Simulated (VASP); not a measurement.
Wanted: the native input for a VASP 6.6.1 run.

```
Task                   : single point
Functional             : r2SCAN
Potentials or basis    : VASP PAW PBE potentials, release 64 (B, N)
Cutoff                 : 520 eV
k mesh                 : 8 × 8 × 8
Occupations            : methfessel-paxton, width 0.01 eV
Spin                   : no spin polarisation
Dipole correction      : no
Further INCAR settings : ALGO = Normal; EDIFF = 1e-06; NBANDS = 11
```

The system is BN.

```xyz
2
Lattice="0.0000 3.4361 2.1294 1.2304 0.0000 2.1294 1.2304 3.4361 0.0000" Properties=species:S:1:pos:R:3 pbc="T T T"
B     1.2304    3.4361    0.0002
N     1.2304    3.4361    2.8392
```

The input as run:

POSCAR

```
BN
1.0
    0.0000000000      3.4360619089      2.1293704993
    1.2304137993      0.0000000000      2.1293704993
    1.2304137993      3.4360619089      0.0000000000
B N
1 1
Direct
    0.0000490000      0.0000490000      0.9999510000
    0.6666666667      0.6666666667      0.3333333333
```

INCAR.step1

```
PREC = Accurate
ENCUT = 520
ISMEAR = 1
SIGMA = 0.01
LREAL = F
LASPH = T
NELM = 100
NBANDS = 11
GGA = PE
ALGO = Normal
EDIFF = 1E-4
LWAVE = T
LCHARG = F
```

INCAR.step2

```
PREC = Accurate
ENCUT = 520
EDIFF = 1E-6
ISMEAR = 1
SIGMA = 0.01
LREAL = F
LASPH = T
NELM = 100
ALGO = Normal
ISIF = 2
LWAVE = F
LCHARG = T
METAGGA = R2SCAN
LMIXTAU = T
LELF = T
LVHAR = T
NBANDS = 11
ISTART = 1
```

KPOINTS

```
regular mesh
0
Gamma
  8 8 8
```

Potentials or basis: VASP PAW PBE potentials, release 64 (B, N).

Command:

```bash
$ cat potpaw_PBE.64/B/POTCAR potpaw_PBE.64/N/POTCAR > POTCAR
$ cp INCAR.step1 INCAR
$ mpirun -np 1 vasp_std > vasp.out
$ cp INCAR.step2 INCAR
$ mpirun -np 1 vasp_std > vasp.out
```

It gave:

The pressure is 13.1 GPa, the largest force is 0.014 eV/Å and the band gap on the k mesh is 4.35 eV, indirect (least direct gap 5.56 eV).

Caveat: the PAW data sets were made with another functional, which shifts forces and pressure a little.

Wall time 110 s on 1 thread of AMD EPYC 9R45 (Zen 5), on a shared host, peak memory 0.11 GiB.
